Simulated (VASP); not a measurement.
Set up this calculation in VASP 6.6.1, as the native input.

```yaml
Task: relaxation of cell and atoms
Functional: PBE
Potentials_or_basis: VASP PAW PBE potentials, release 64 (Mg, Sn_d, O)
Cutoff: 600 eV
k_mesh: 4 × 4 × 4
Occupations: gaussian, width 0.1 eV
Spin: no spin polarisation
Dipole_correction: no
Further_INCAR_settings: ALGO = Normal; EDIFF = 1e-06; IBRION = 2; EDIFFG = -0.04; NSW = 90; ISIF = 3
```

The structure of MgSnO2 lies in POSCAR:

```
MgSnO2
1.0
    4.5387474600      0.0000000000      0.0000000000
    0.0000000000      4.5387474600      0.0000000000
    0.0000000000      0.0000000000      6.1295381700
Mg Sn O
2 2 4
Direct
    0.5000000000      0.5000000000      0.0000000000
    0.5000000000      0.5000000000      0.5000000000
    0.0000000000      0.5000000000      0.5000000000
    0.5000000000      0.0000000000      0.0000000000
    0.0000000000      0.0000000000      0.2500000000
    0.0000000000      0.0000000000      0.7500000000
    0.5000000000      0.5000000000      0.2500000000
    0.5000000000      0.5000000000      0.7500000000
```

The cell was generated, and may not be a known phase.

One way to write it, as run:

INCAR

```
PREC = Accurate
ENCUT = 600
EDIFF = 1E-6
ISMEAR = 0
SIGMA = 0.1
LREAL = F
LASPH = T
NELM = 60
ALGO = Normal
ISIF = 3
LWAVE = F
LCHARG = F
GGA = PE
IBRION = 2
NSW = 90
EDIFFG = -0.04
```

KPOINTS

```
regular mesh
0
Gamma
  4 4 4
```

Potentials or basis: VASP PAW PBE potentials, release 64 (Mg, Sn_d, O).

Run with:

```bash
$ cat potpaw_PBE.64/Mg/POTCAR potpaw_PBE.64/Sn_d/POTCAR potpaw_PBE.64/O/POTCAR > POTCAR
$ mpirun -np 1 vasp_std > vasp.out
```

It gave:

| Item | Value |
| --- | --- |
| Relaxed volume | 23.52 Å³/atom |
| Relaxed cell | a = 5.157 Å, b = 5.157 Å, c = 7.077 Å, α = 90.00°, β = 90.00°, γ = 90.00° |
| Space group after relaxing (to 0.1 Å) | P4_2/mmc (No. 131) |
| Energy gained by relaxing | 768.8 meV/atom |
| Ionic steps | 11 |
| Pressure after relaxing | 0.0 GPa |
| Band gap on the k mesh | zero (bands 28 and 29 overlap by 0.17 eV) |

Caveat: the volume moved by over 15 % at a fixed basis, so the end points are rough; semilocal functionals underestimate gaps, and a narrow one can read as zero; spin-orbit coupling is left out, which moves the levels of the heavy elements.

Wall time 6.1 min on 1 thread of Intel(R) Xeon(R) 6975P-C (Granite Rapids), with other jobs on the host, peak memory 0.31 GiB.
